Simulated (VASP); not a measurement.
# PbS (R3m) in VASP: a series of runs

Runs on PbS. Level: r2SCAN. Tasks: single point.

All numbers are computed with VASP 6.6.1; they aren't measurements. Logs are shortened: lines on timing, memory, paths and dates and some standing lists are left out, and cuts for length are marked.

## (1) The cell of the first run

The structure is trigonal, space group R3m (No. 160). Conventional cell: a = 4.193 Å, b = 4.193 Å, c = 10.271 Å, α = 90.00°, β = 90.00°, γ = 120.00°. Pb (site symmetry 3m) has 6 S at 2.92 to 3.02 Å within 3.8 Å. Within 3.8 Å of S (site symmetry 3m) lie 6 Pb at 2.92 to 3.02 Å.

## (2) Single point, r2SCAN (all S atoms moved +0.087 Å, as atom 2 along Cartesian [1 1 1])

POSCAR

```
PbS
1.0
    0.0000000000      2.9650000000      2.9650000000
    2.9650000000      0.0000000000      2.9650000000
    2.9650000000      2.9650000000      0.0000000000
Pb S
1 1
Direct
    0.0000000000      0.0000000000      0.0000000000
    0.5085190807      0.5085190807      0.5085190807
```

INCAR.step1

```
  ALGO = Normal
  EDIFF = 1E-5
  ENCUT = 550
  GGA = PE
  GGA_COMPAT = F
  ISMEAR = 0
  LASPH = T
  LCHARG = F
  LREAL = F
  LWAVE = T
  NBANDS = 17
  NELM = 120
  PREC = Accurate
  SIGMA = 0.05
```

INCAR.step2

```
  ALGO = Normal
  EDIFF = 1E-6
  ENCUT = 550
  GGA_COMPAT = F
  ISIF = 2
  ISMEAR = 0
  ISTART = 1
  LASPH = T
  LCHARG = F
  LMIXTAU = T
  LREAL = F
  LWAVE = F
  METAGGA = R2SCAN
  NBANDS = 17
  NELM = 120
  PREC = Accurate
  SIGMA = 0.05
```

KPOINTS

```
k-points
0
Gamma
  8 8 8
```

Potentials or basis: VASP PAW PBE potentials, release 64 (Pb_d, S).

Started as:

```console
> cat potpaw_PBE.64/Pb_d/POTCAR potpaw_PBE.64/S/POTCAR > POTCAR
> cp INCAR.step1 INCAR
> mpirun -np 1 vasp_std > vasp.out
> cp INCAR.step2 INCAR
> mpirun -np 1 vasp_std > vasp.out
```

OUTCAR:

```text
EDIFF = 1E-6
   ENCUT = 550
   ISIF = 2
   ISMEAR = 0
   ISTART = 1
   LASPH = T
   LREAL = F
   METAGGA = R2SCAN
   NELM = 120
   PREC = Accurate

 ion  position               nearest neighbor table
   1  0.000  0.000  0.000-   2 2.92   2 2.92   2 2.92   2 3.02   2 3.02   2 3.02
   2  0.509  0.509  0.509-   1 2.92   1 2.92   1 2.92   1 3.02   1 3.02   1 3.02

  LATTYP: Found a face centered cubic cell.
 ALAT       =     5.9300000000

  Lattice vectors:

 A1 = (   0.0000000000,   2.9650000000,   2.9650000000)
 A2 = (   2.9650000000,   0.0000000000,   2.9650000000)
 A3 = (   2.9650000000,   2.9650000000,   0.0000000000)

Analysis of symmetry for initial positions (statically):
=====================================================================
 Subroutine PRICEL returns:
 Original cell was already a primitive cell.

 Routine SETGRP: Setting up the symmetry group for a
 face centered cubic supercell.

 Subroutine GETGRP returns: Found  6 space group operations
 (whereof  6 operations were pure point group operations)
 out of a pool of 48 trial point group operations.

The static configuration has the point symmetry C_3v.

Analysis of symmetry for dynamics (positions and initial velocities):
=====================================================================
 Subroutine PRICEL returns:
 Original cell was already a primitive cell.

 Routine SETGRP: Setting up the symmetry group for a
 face centered cubic supercell.

 Subroutine GETGRP returns: Found  6 space group operations
 (whereof  6 operations were pure point group operations)
 out of a pool of 48 trial point group operations.

The dynamic configuration has the point symmetry C_3v.

 Subroutine INISYM returns: Found  6 space group operations
 (whereof  6 operations are pure point group operations),
 and found     1 'primitive' translations

----------------------------------------------------------------------------------------

                                     Primitive cell

  volume of cell :      52.1320

  direct lattice vectors                    reciprocal lattice vectors
     0.000000000  2.965000000  2.965000000    -0.168634064  0.168634064  0.168634064
     2.965000000  0.000000000  2.965000000     0.168634064 -0.168634064  0.168634064
     2.965000000  2.965000000  0.000000000     0.168634064  0.168634064 -0.168634064

  length of vectors
     4.193143212  4.193143212  4.193143212     0.292082767  0.292082767  0.292082767

  position of ions in fractional coordinates (direct lattice)
     0.000000000  0.000000000  0.000000000
     0.508519081  0.508519081  0.508519081

  ion indices of the primitive-cell ions
   primitive index   ion index
                 1           1
                 2           2

----------------------------------------------------------------------------------------

 KPOINTS: k-points

Automatic generation of k-mesh.
 Grid dimensions read from file:
 generate k-points for:    8    8    8

 Generating k-lattice:

  Cartesian coordinates                     Fractional coordinates (reciprocal lattice)
    -0.021079258  0.021079258  0.021079258     0.125000000  0.000000000  0.000000000
     0.021079258 -0.021079258  0.021079258     0.000000000  0.125000000  0.000000000
     0.021079258  0.021079258 -0.021079258     0.000000000  0.000000000  0.125000000

  Length of vectors
     0.036510346  0.036510346  0.036510346

  Shift w.r.t. Gamma in fractional coordinates (k-lattice)
     0.000000000  0.000000000  0.000000000

 Subroutine IBZKPT returns following result:
 ===========================================

 Found     65 irreducible k-points:

 Following reciprocal coordinates:
            Coordinates               Weight
  0.000000  0.000000  0.000000      1.000000
  0.125000  0.000000  0.000000      6.000000
  0.125000  0.125000  0.125000      2.000000
  0.250000  0.000000  0.000000      6.000000
  0.250000  0.250000  0.250000      2.000000
  0.375000  0.000000  0.000000      6.000000
[... 16 lines left out ...]
 -0.250000  0.125000  0.000000     12.000000
  0.125000  0.125000  0.375000      6.000000
 [... further k-points ...]
   k-points           NKPTS =     65   k-points in BZ     NKDIM =     65   number of bands    NBANDS=     17
   number of dos      NEDOS =    301   number of ions     NIONS =      2
   total plane-waves  NPLWV =  32768
   dimension x,y,z NGX =    32 NGY =   32 NGZ =   32
   dimension x,y,z NGXF=    64 NGYF=   64 NGZF=   64
   ions per type =               1   1
   NGX,Y,Z   is equivalent  to a cutoff of  12.69, 12.69, 12.69 a.u.
   NGXF,Y,Z  is equivalent  to a cutoff of  25.37, 25.37, 25.37 a.u.
 SYSTEM =  unknown system
   PREC   = accura    normal or accurate (medium, high low for compatibility)
   ISTART =      1    job   : 0-new  1-cont  2-samecut
   ICHARG =      0    charge: 1-file 2-atom 10-const
   ISPIN  =      1    spin polarized calculation?
   LNONCOLLINEAR =      F non collinear calculations
   LSORBIT =      F    spin-orbit coupling
   LASPH  =      T    aspherical Exc in radial PAW
   ENCUT  =  550.0 eV  40.42 Ry    6.36 a.u.   8.02  8.02  8.02*2*pi/ulx,y,z
   NELM   =    120;   NELMIN=  2; NELMDL=  0     # of ELM steps
   EDIFF  = 0.1E-05   stopping-criterion for ELM
   LREAL  =      F    real-space projection
   EDIFFG = 0.1E-04   stopping-criterion for IOM
   NSW    =      0    number of steps for IOM
   IBRION =     -1    ionic relax: 0-MD 1-quasi-New 2-CG
   NFREE  =      0    steps in history (QN), initial steepest desc. (CG)
   ISIF   =      2    stress and relaxation
   ISYM   =      2    0-nonsym 1-usesym 2-fastsym
   POTIM  = 0.5000    time-step for ionic-motion
   TEBEG  =    0.0;   TEEND  =   0.0 temperature during run
   PSTRESS=    0.0 pullay stress
   NELECT =      20.0000    total number of electrons
   NUPDOWN=      -1.0000    fix difference up-down
   EMIN   =  10.00;   EMAX   =-10.00  energy-range for DOS
   EFERMI =   0.00;   METHOD = LEGACY
   ISMEAR =     0;   SIGMA  =   0.05  broadening in eV -4-tet -1-fermi 0-gaus
   EFERMI_NEDOS =   21; number of points for ismear=-14 and -15
   IALGO  =     38    algorithm
   IMIX   =      4    mixing-type and parameters
     AMIX     =   0.40;   BMIX     =  1.00
     AMIX_MAG =   1.60;   BMIX_MAG =  1.00
  volume/ion in A,a.u.               =      26.07       175.90
  Fermi-wavevector in a.u.,A,eV,Ry     =   1.189552  2.247928 19.252709  1.415034
  Thomas-Fermi vector in A             =   2.325657
   LORBIT       =      0    0 simple, 1 ext, 2 COOP (PROOUT), +10 PAW based schemes
   METAGGA = R2SCAN    functional components
   LHFCALC =     F    Hartree Fock is set to
   AEXX    =    0.0000 exact exchange contribution
   IVDW    =     0    specifies the selected vdW correction
   LEPSILON=     F    determine dielectric tensor
   LRPA    =     F    only Hartree local field effects (RPA)
 non-spin polarized calculation
 Gauss-broadening in eV      SIGMA  =   0.05
  energy-cutoff  :      550.00
  volume of cell :       52.13
 maximum number of plane-waves:      1542
   NGX = 17   NGY = 17   NGZ = 17

 number of electron      20.0000000 magnetization

 Free energy of the ion-electron system (eV)
  ---------------------------------------------------
  ext. energy  EPLUGINS =         0.00000000
  ---------------------------------------------------
  free energy    TOTEN  =       -65.60517648 eV

  energy without entropy =      -65.60517648  energy(sigma->0) =      -65.60517648

 E-fermi :   5.9248     XC(G=0): -10.2575

 val. band max:        5.7104078393   @ k =   0.5000   0.0000   0.0000
 cond. band min:       6.3587809648   @ k =   0.5000   0.0000   0.0000
 fundamental gap:      0.6483731255
 Fermi energy:         5.9247549754

 k-point     1 :       0.0000    0.0000    0.0000
  band No.  band energies     occupation
      1     -11.7365      2.00000
      2     -11.7354      2.00000
      3     -11.7354      2.00000
      4     -11.7211      2.00000
      5     -11.7211      2.00000
      6      -8.5210      2.00000
[... 9 lines left out ...]
     16      12.9367      0.00000
     17      14.7755      0.00000

 k-point     2 :       0.1250    0.0000    0.0000
  band No.  band energies     occupation
      1     -11.7353      2.00000
      2     -11.7334      2.00000
      3     -11.7331      2.00000
      4     -11.7221      2.00000
      5     -11.7217      2.00000
      6      -8.3845      2.00000
[... 9 lines left out ...]
     16      13.2727      0.00000
     17      16.0288      0.00000

 k-point     3 :       0.1250    0.1250    0.1250
  band No.  band energies     occupation
      1     -11.7359      2.00000
      2     -11.7328      2.00000
      3     -11.7328      2.00000
      4     -11.7219      2.00000
      5     -11.7219      2.00000
      6      -8.3856      2.00000
[... 9 lines left out ...]
     16      13.2401      0.00000
     17      16.0355      0.00000

 k-point     4 :       0.2500    0.0000    0.0000
  band No.  band energies     occupation
      1     -11.7424      2.00000
      2     -11.7413      2.00000
      3     -11.7333      2.00000
      4     -11.7100      2.00000
      5     -11.7089      2.00000
      6      -8.0067      2.00000
[... 9 lines left out ...]
     16      14.1151      0.00000
     17      18.1588      0.00000

 k-point     5 :       0.2500    0.2500    0.2500
  band No.  band energies     occupation
      1     -11.7411      2.00000
      2     -11.7411      2.00000
      3     -11.7348      2.00000
      4     -11.7093      2.00000
      5     -11.7093      2.00000
      6      -8.0113      2.00000
[... 9 lines left out ...]
     16      14.1162      0.00000
     17      18.1646      0.00000

 k-point     6 :       0.3750    0.0000    0.0000
  band No.  band energies     occupation
      1     -11.7539      2.00000
      2     -11.7524      2.00000
      3     -11.7326      2.00000
      4     -11.6943      2.00000
      5     -11.6931      2.00000
      6      -7.5211      2.00000
[... 9 lines left out ...]
     16      15.3775      0.00000
     17      18.0861      0.00000

 k-point     7 :       0.3750    0.3750    0.3750
  band No.  band energies     occupation
      1     -11.7522      2.00000
      2     -11.7522      2.00000
      3     -11.7341      2.00000
      4     -11.6936      2.00000
      5     -11.6936      2.00000
      6      -7.5315      2.00000
[... 9 lines left out ...]
     16      15.3822      0.00000
     17      18.1141      0.00000

 k-point     8 :       0.5000    0.0000    0.0000
  band No.  band energies     occupation
      1     -11.7588      2.00000
      2     -11.7571      2.00000
      3     -11.7324      2.00000
      4     -11.6877      2.00000
      5     -11.6865      2.00000
      6      -7.2630      2.00000
[... 9 lines left out ...]
     16      16.3449      0.00000
     17      16.7673      0.00000
[... 203 lines left out ...]
      1     -11.7741      2.00000
      2     -11.7473      2.00000
      3     -11.7301      2.00000
      4     -11.6975      2.00000
      5     -11.6859      2.00000
      6      -7.2154      2.00000
[... 9 lines left out ...]
     16      16.5016      0.00000
     17      16.8987      0.00000

 k-point    20 :      -0.3750    0.1250    0.0000
  band No.  band energies     occupation
      1     -11.7677      2.00000
      2     -11.7501      2.00000
      3     -11.7280      2.00000
      4     -11.6955      2.00000
      5     -11.6937      2.00000
      6      -7.2917      2.00000
[... 9 lines left out ...]
     16      16.3588      0.00000
     17      17.2872      0.00000

 k-point    21 :       0.1250    0.1250    0.5000
  band No.  band energies     occupation
      1     -11.7675      2.00000
      2     -11.7500      2.00000
      3     -11.7281      2.00000
      4     -11.6957      2.00000
      5     -11.6935      2.00000
      6      -7.2937      2.00000
[... 9 lines left out ...]
     16      16.3750      0.00000
     17      17.3080      0.00000

 k-point    22 :      -0.3750    0.5000   -0.3750
  band No.  band energies     occupation
      1     -11.7663      2.00000
      2     -11.7498      2.00000
      3     -11.7293      2.00000
      4     -11.6950      2.00000
      5     -11.6939      2.00000
      6      -7.3035      2.00000
[... 9 lines left out ...]
     16      16.3815      0.00000
     17      17.3134      0.00000

 k-point    23 :      -0.2500    0.1250    0.0000
  band No.  band energies     occupation
      1     -11.7521      2.00000
      2     -11.7434      2.00000
      3     -11.7308      2.00000
      4     -11.7112      2.00000
      5     -11.7002      2.00000
      6      -7.7351      2.00000
[... 9 lines left out ...]
     16      15.8220      0.00000
     17      17.1398      0.00000

 k-point    24 :       0.1250    0.1250    0.3750
  band No.  band energies     occupation
      1     -11.7510      2.00000
      2     -11.7440      2.00000
      3     -11.7312      2.00000
      4     -11.7104      2.00000
      5     -11.7010      2.00000
      6      -7.7377      2.00000
[... 9 lines left out ...]
     16      15.8437      0.00000
     17      17.1354      0.00000

 [... further k-points ...]

------------------------ aborting loop because EDIFF is reached ----------------------------------------

  FORCE on cell =-STRESS in cart. coord.  units (eV):
  Direction    XX          YY          ZZ          XY          YZ          ZX
  --------------------------------------------------------------------------------------
  -------------------------------------------------------------------------------------
  Total        0.4775100      0.4775100      0.4775100      0.0103481      0.0103481      0.0103481
  in kB       14.6753666     14.6753666     14.6753666      0.3180287      0.3180287      0.3180287
  external PRESSURE =      14.6753666 kB  Pullay stress =       0.0000000 kB

 VOLUME and BASIS-vectors are now :
 -----------------------------------------------------------------------------
  energy-cutoff  :      550.00
  volume of cell :       52.13
      direct lattice vectors                 reciprocal lattice vectors
     0.000000000  2.965000000  2.965000000    -0.168634064  0.168634064  0.168634064
     2.965000000  0.000000000  2.965000000     0.168634064 -0.168634064  0.168634064
     2.965000000  2.965000000  0.000000000     0.168634064  0.168634064 -0.168634064

 POSITION                                       TOTAL-FORCE (eV/Angst)
 -----------------------------------------------------------------------------------
      0.00000      0.00000      0.00000         0.025312      0.025312      0.025312
      3.01552      3.01552      3.01552        -0.025312     -0.025312     -0.025312
 -----------------------------------------------------------------------------------
    total drift:                               -0.000078     -0.000078     -0.000078

  FREE ENERGIE OF THE ION-ELECTRON SYSTEM (eV)
  ---------------------------------------------------
  free  energy   TOTEN  =       -65.6051764811 eV

  energy  without entropy=      -65.6051764811  energy(sigma->0) =      -65.60517648
```

Run time: 59 s. Hardware: 1 thread of Intel Xeon 6975P-C (Granite Rapids), shared host; peak memory 0.22 GiB.

Results:

```
Free energy            : -65.6052 eV
Pressure               : 1.5 GPa
Largest force          : 0.044 eV/Å
Band gap on the k mesh : 0.65 eV, direct
```

Forces on the atoms (eV/Å):
```
Pb   0.025  0.025  0.025
S   -0.025 -0.025 -0.025
```

Levels at points of the mesh, in eV from the valence-band top:
```csv
k point,band 8,band 9,band 10,band 11,band 12,band 13
"(0.00, 0.00, 0.00)",-2.34,-2.34,-2.32,5.47,5.54,5.54
"(0.50, 0.00, 0.00)",-1.96,-1.95,0.00,0.65,2.21,2.22
"(0.50, 0.50, 0.50)",-1.95,-1.95,-0.06,0.69,2.19,2.19
"(0.50, 0.50, 0.00)",-5.37,-3.63,-3.61,4.09,6.02,6.11
```

Caveat: the cell differs from its parent crystal (all S atoms moved +0.087 Å, as atom 2 along Cartesian [1 1 1]); the PAW data sets were made with another functional, which shifts forces and pressure a little; spin-orbit coupling is left out, which moves the levels of the heavy elements. A k mesh can miss the band edges.

(Part 1 of 2 ends here.)
